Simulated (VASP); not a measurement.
Input of a VASP 6.6.1 run:

Contents of POSCAR:

```
Ru
1.0
    2.6754401438      0.0000000000      0.0000000000
   -1.3377200719      2.3169991308      0.0000000000
    0.0000000000      0.0000000000      4.2914340460
Ru
2
Direct
    0.3333333333      0.6666666667      0.2500000000
    0.6666666667      0.3333333333      0.7500000000
```

Contents of INCAR.step1:

```
PREC = Accurate ; ENCUT = 520
ISMEAR = 0 ; SIGMA = 0.1
LREAL = F ; LASPH = T
NELM = 80 ; NBANDS = 21
GGA = PE ; ALGO = Normal
EDIFF = 1E-4 ; LWAVE = T
LCHARG = F
```

Contents of INCAR.step2:

```
PREC = Accurate ; ENCUT = 520
EDIFF = 1E-6 ; ISMEAR = 0
SIGMA = 0.1 ; LREAL = F
LASPH = T ; NELM = 80
ALGO = Normal ; ISIF = 2
LWAVE = F ; LCHARG = T
METAGGA = R2SCAN ; LMIXTAU = T
LELF = T ; LVHAR = T
NBANDS = 21 ; ISTART = 1
```

Contents of KPOINTS:

```
regular mesh
0
Gamma
  24 24 12
```

Potentials or basis: VASP PAW PBE potentials, release 64 (Ru_pv).

Launch:

```console
$ cat potpaw_PBE.64/Ru_pv/POTCAR > POTCAR
$ cp INCAR.step1 INCAR
$ mpirun -np 1 vasp_std > vasp.out
$ cp INCAR.step2 INCAR
$ mpirun -np 1 vasp_std > vasp.out
```

(1) Estimate the band gap on the k mesh.

(2) What does it give for the pressure?

Answers

(1) zero (bands 14 and 15 overlap by 3.48 eV).

(2) 6.5 GPa.

Caveat: the cell differs from its parent crystal (biaxial strain in the a-b plane: -1.0 %); the stress differs along the axes, from 1 to 9 GPa; the PAW data sets were made with another functional, which shifts forces and pressure a little.
